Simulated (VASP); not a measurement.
# Y (Pm-3m) in VASP: a series of runs, part 2 of 2

VASP 6.6.1. Earlier steps stand in the parts before.

**3. Relaxation of cell and atoms, r2SCAN, target pressure 20 GPa, at which the enthalpy is minimised**

Input file POSCAR:

```
Y
1.0
    3.3100000000      0.0000000000      0.0000000000
    0.0000000000      3.3100000000      0.0000000000
    0.0000000000      0.0000000000      3.3100000000
Y
1
Direct
    0.0000000000      0.0000000000      0.0000000000
```

Input file INCAR.step1:

```
SYSTEM = Y
ALGO = Normal
EDIFF = 1E-4
ENCUT = 600
GGA = PE
ISMEAR = -1
LASPH = .True.
LCHARG = .False.
LREAL = .False.
LWAVE = .True.
NELM = 100
PREC = Accurate
SIGMA = 0.05
```

Input file INCAR.step2:

```
SYSTEM = Y
ALGO = Normal
EDIFF = 1E-6
EDIFFG = -0.01
ENCUT = 600
IBRION = 2
ISIF = 3
ISMEAR = -1
ISTART = 1
LASPH = .True.
LCHARG = .False.
LMIXTAU = .True.
LREAL = .False.
LWAVE = .False.
METAGGA = R2SCAN
NELM = 100
NSW = 80
PREC = Accurate
PSTRESS = 200.0
SIGMA = 0.05
```

Input file KPOINTS:

```
k-points
0
Gamma
  7 7 7
  0 0 0
```

Potentials or basis: VASP PAW PBE potentials, release 64 (Y_sv).

Run with:

```
$ cat potpaw_PBE.64/Y_sv/POTCAR > POTCAR
$ cp INCAR.step1 INCAR
$ mpirun -np 1 vasp_std > vasp.out
$ cp INCAR.step2 INCAR
$ mpirun -np 1 vasp_std > vasp.out
```

OUTCAR:

```text
SYSTEM = Y
   EDIFF = 1E-6
   EDIFFG = -0.01
   ENCUT = 600
   IBRION = 2
   ISIF = 3
   ISMEAR = -1
   ISTART = 1
   LASPH = .True.
   LREAL = .False.
   METAGGA = R2SCAN
   NELM = 100
   NSW = 80
   PREC = Accurate
   PSTRESS = 200.0

 ion  position               nearest neighbor table
   1  0.000  0.000  0.000-

  LATTYP: Found a simple cubic cell.
 ALAT       =     3.3100000000

  Lattice vectors:

 A1 = (   3.3100000000,   0.0000000000,   0.0000000000)
 A2 = (   0.0000000000,   3.3100000000,   0.0000000000)
 A3 = (   0.0000000000,   0.0000000000,   3.3100000000)

Analysis of symmetry for initial positions (statically):
=====================================================================
 Subroutine PRICEL returns:
 Original cell was already a primitive cell.

 Routine SETGRP: Setting up the symmetry group for a
 simple cubic supercell.

 Subroutine GETGRP returns: Found 48 space group operations
 (whereof 48 operations were pure point group operations)
 out of a pool of 48 trial point group operations.

The static configuration has the point symmetry O_h .

Analysis of symmetry for dynamics (positions and initial velocities):
=====================================================================
 Subroutine PRICEL returns:
 Original cell was already a primitive cell.

 Routine SETGRP: Setting up the symmetry group for a
 simple cubic supercell.
[... 132 lines left out ...]
  volume of cell :       36.26
 maximum number of plane-waves:      1231
 NGX is ok and might be reduce to    28
   NGX = 13   NGY = 13   NGZ = 13

--------------------------------------- Ionic step        1  -------------------------------------------

 number of electron      10.9999999 magnetization

 Free energy of the ion-electron system (eV)
  ---------------------------------------------------
  ext. energy  EPLUGINS =         0.00000000
  ---------------------------------------------------
  free energy    TOTEN  =       -19.41146882 eV

  energy without entropy =      -19.38866815  energy(sigma->0) =      -19.40006849

 E-fermi :   2.6895     XC(G=0):  -9.6218

 val. band max:        2.6526464430   @ k =   0.1429   0.1429   0.0000
 cond. band min:       2.7003434273   @ k =   0.2857   0.1429   0.0000
 fundamental gap:      0.0476969843
 Fermi energy:         2.6895032776

 k-point     1 :       0.0000    0.0000    0.0000
  band No.  band energies     occupation
      1     -42.1021      2.00000
      2     -21.1234      2.00000
      3     -21.1234      2.00000
      4     -21.1234      2.00000
      5      -2.0603      2.00000
      6       2.1220      1.99998
      7       2.1220      1.99998
      8       7.8806      0.00000
      9       7.8806      0.00000
[... 373 lines left out ...]
--------------------------------------- Ionic step        5  -------------------------------------------

 number of electron      11.0000000 magnetization

 Free energy of the ion-electron system (eV)
  ---------------------------------------------------
  ext. energy  EPLUGINS =         0.00000000
  ---------------------------------------------------
  free energy    TOTEN  =       -18.83545088 eV

  energy without entropy =      -18.81073581  energy(sigma->0) =      -18.82309334

 E-fermi :   5.1385     XC(G=0): -11.6387

 val. band max:        5.1194133435   @ k =   0.4286   0.4286   0.2857
 cond. band min:       5.2139689235   @ k =   0.4286   0.2857   0.0000
 fundamental gap:      0.0945555800
 Fermi energy:         5.1385063319

 k-point     1 :       0.0000    0.0000    0.0000
  band No.  band energies     occupation
      1     -39.0987      2.00000
      2     -17.3479      2.00000
      3     -17.3479      2.00000
      4     -17.3479      2.00000
      5       0.1890      2.00000
      6       3.8817      2.00000
      7       3.8817      2.00000
      8      13.1836      0.00000
      9      13.1836      0.00000
[... 258 lines left out ...]
  energy  without entropy=      -18.8107358053  energy(sigma->0) =      -18.82309334

  enthalpy is  TOTEN    =       -15.9660235698 eV   P V=        2.8694273061

 reached required accuracy - stopping structural energy minimisation
```

OUTCAR.step1:

```text
SYSTEM = Y
   EDIFF = 1E-4
   ENCUT = 600
   GGA = PE
   ISMEAR = -1
[... 449 lines left out ...]

 POSITION                                       TOTAL-FORCE (eV/Angst)
 -----------------------------------------------------------------------------------
      0.00000      0.00000      0.00000         0.000000      0.000000      0.000000
 -----------------------------------------------------------------------------------
    total drift:                               -0.000000     -0.000000     -0.000000

  FREE ENERGIE OF THE ION-ELECTRON SYSTEM (eV)
  ---------------------------------------------------
  free  energy   TOTEN  =        -5.6314033207 eV

  energy  without entropy=       -5.6053206626  energy(sigma->0) =       -5.61836199
```

OSZICAR.step1:

```text
N       E                     dE             d eps       ncg     rms          rms(c)
DAV:   1     0.225265932341E+02    0.22527E+02   -0.61262E+03   360   0.121E+03
DAV:   2    -0.476973413236E+01   -0.27296E+02   -0.26827E+02   447   0.175E+02
DAV:   3    -0.585085626309E+01   -0.10811E+01   -0.10546E+01   538   0.239E+01
DAV:   4    -0.587885504189E+01   -0.27999E-01   -0.27738E-01   481   0.313E+00
DAV:   5    -0.587919223295E+01   -0.33719E-03   -0.33712E-03   588   0.292E-01    0.189E+01
DAV:   6    -0.566864015684E+01    0.21055E+00   -0.32247E-01   378   0.403E+00    0.116E+01
DAV:   7    -0.563731318245E+01    0.31327E-01   -0.46314E-01   389   0.447E+00    0.828E-01
DAV:   8    -0.563196198560E+01    0.53512E-02   -0.77833E-02   392   0.214E+00    0.797E-01
DAV:   9    -0.563151503894E+01    0.44695E-03   -0.33900E-03   430   0.524E-01    0.336E-01
DAV:  10    -0.563140562203E+01    0.10942E-03   -0.15188E-04   372   0.132E-01    0.255E-02
DAV:  11    -0.563140332072E+01    0.23013E-05   -0.36817E-05   221   0.606E-02
   1 F= -.56314033E+01 E0= -.56183620E+01  d E =-.260827E-01
```

Wall time 2.4 min (1 thread of Intel Xeon Platinum 8488C (Sapphire Rapids), shared host); peak memory 0.2 GiB.

Results:

- Free energy: -18.8355 eV
- Relaxed volume: 22.99 Å³/atom
- Relaxed cell: a = 2.843 Å, b = 2.843 Å, c = 2.843 Å, α = 90.00°, β = 90.00°, γ = 90.00°
- Space group after relaxing (to 0.05 Å): Pm-3m (No. 221)
- Energy change on relaxing (the enthalpy is what falls): +576.0 meV/atom
- Ionic steps: 5
- Pressure after relaxing: 20.0 GPa

The path:
| step | energy change (eV) | largest force (eV/Å) | pressure (GPa) | volume (Å³) |
| --- | --- | --- | --- | --- |
| 1 | 0.0000 | 0.0000 | -0.92 | 36.26 |
| 2 | 2.1554 | 0.0000 | 73.20 | 16.66 |
| 3 | 0.4916 | 0.0000 | 17.83 | 23.70 |
| 4 | 0.5412 | 0.0000 | 19.10 | 23.27 |
| 5 | 0.5760 | 0.0000 | 20.01 | 22.99 |

Final structure:
```xyz
1
Lattice="2.8433 0.0000 0.0000 0.0000 2.8433 0.0000 0.0000 0.0000 2.8433" Properties=species:S:1:pos:R:3 pbc="T T T"
Y     0.0000    0.0000    0.0000
```

Levels at points of the mesh, in eV from the Fermi level:
| k point | band 2 | band 3 | band 4 | band 5 | band 6 | band 7 | band 8 | band 9 |
| --- | --- | --- | --- | --- | --- | --- | --- | --- |
| (0.00, 0.00, 0.00) | -22.49 | -22.49 | -22.49 | -4.95 | -1.26 | -1.26 | 8.05 | 8.05 |

Caveat: the cell is relaxed towards a set pressure, so the enthalpy falls and the energy may rise; the volume moved by over 15 % at a fixed basis, so the end points are rough; the PAW data sets were made with another functional, which shifts forces and pressure a little.

**4. Relaxation of cell and atoms, r2SCAN, target pressure 30 GPa, at which the enthalpy is minimised**

POSCAR is that of step 3.

Input file INCAR.step1:

```
PREC = Accurate
ENCUT = 600
ISMEAR = -1
SIGMA = 0.05
LREAL = F
LASPH = T
NELM = 100
GGA = PE
ALGO = Normal
EDIFF = 1E-4
LWAVE = T
LCHARG = F
```

Input file INCAR.step2:

```
PREC = Accurate
ENCUT = 600
EDIFF = 1E-6
ISMEAR = -1
SIGMA = 0.05
LREAL = F
LASPH = T
NELM = 100
ALGO = Normal
ISIF = 3
LWAVE = F
LCHARG = F
METAGGA = R2SCAN
LMIXTAU = T
IBRION = 2
NSW = 80
EDIFFG = -0.01
PSTRESS = 300.0
ISTART = 1
```

Input file KPOINTS:

```
regular mesh
0
Gamma
  7 7 7
```

Run with:

```
$ cat potpaw_PBE.64/Y_sv/POTCAR > POTCAR
$ cp INCAR.step1 INCAR
$ mpirun -np 1 vasp_std > vasp.out
$ cp INCAR.step2 INCAR
$ mpirun -np 1 vasp_std > vasp.out
```

It took 5.6 min on 1 thread of Intel Xeon Platinum 8488C (Sapphire Rapids), shared host; peak memory 0.22 GiB.

The run converged. Its results:

| Quantity | Value |
| --- | --- |
| Free energy | -18.5035 eV |
| Relaxed volume | 20.81 Å³/atom |
| Relaxed cell | a = 2.751 Å, b = 2.751 Å, c = 2.751 Å, α = 90.00°, β = 90.00°, γ = 90.00° |
| Space group after relaxing (to 0.05 Å) | Pm-3m (No. 221) |
| Energy change on relaxing (the enthalpy is what falls) | +907.9 meV/atom |
| Ionic steps | 20 |
| Pressure after relaxing | 30.0 GPa |

The path:
```tsv
step	energy change (eV)	largest force (eV/Å)	pressure (GPa)	volume (Å³)
1	0.0000	0.0000	-0.92	36.26
2	8.4162	0.0000	326.56	10.54
3	0.5577	0.0000	19.45	23.13
4	0.7108	0.0000	23.78	21.99
5	0.9383	0.0000	30.99	20.65
6	0.8899	0.0000	29.42	20.91
7	0.8903	0.0000	29.43	20.91
8	0.8915	0.0000	29.45	20.90
9	0.8916	0.0000	29.47	20.90
10	0.8916	0.0000	29.47	20.90
11	0.8916	0.0000	29.46	20.90
12	0.8917	0.0000	29.45	20.90
13	0.8919	0.0000	29.45	20.90
14	0.8923	0.0000	28.97	20.90
15	0.8930	0.0000	29.51	20.89
16	0.8944	0.0000	29.54	20.89
17	0.8974	0.0000	29.62	20.87
18	0.9032	0.0000	29.85	20.84
19	0.9151	0.0000	30.23	20.78
20	0.9079	0.0000	29.99	20.81
```

Final structure:
```
Y
1.0
     2.75072    0.00000    0.00000
     0.00000    2.75072    0.00000
     0.00000    0.00000    2.75072
Y
1
Direct
  0.00000 0.00000 0.00000
```

Levels at points of the mesh, in eV from the Fermi level:
```csv
k point,band 3,band 4,band 5,band 6,band 7,band 8
"(0.00, 0.00, 0.00)",-22.16,-22.16,-4.81,-1.45,-1.45,8.84
```

Caveat: the cell is relaxed towards a set pressure, so the enthalpy falls and the energy may rise; the volume moved by over 15 % at a fixed basis, so the end points are rough; the PAW data sets were made with another functional, which shifts forces and pressure a little.

**5. Summary**

| cell | gap on the mesh (eV) | pressure (GPa) |
| --- | --- | --- |
| relaxed to 10 GPa | none | 9.9 |
| relaxed to 20 GPa | none | 20.0 |
| relaxed to 30 GPa | none | 30.0 |

Alike in all rows: task relaxation of cell and atoms; level r2SCAN; potentials or basis VASP PAW PBE potentials, release 64 (Y_sv); no spin polarisation; k mesh 7 × 7 × 7; cutoff (eV) 600; smearing fermi-dirac 0.05 eV.

Caveats: the cell is relaxed towards a set pressure, so the enthalpy falls and the energy may rise; the volume moved by over 15 % at a fixed basis, so the end points are rough; the PAW data sets were made with another functional, which shifts forces and pressure a little.

Absolute energies hang on the potentials; compare differences alone.
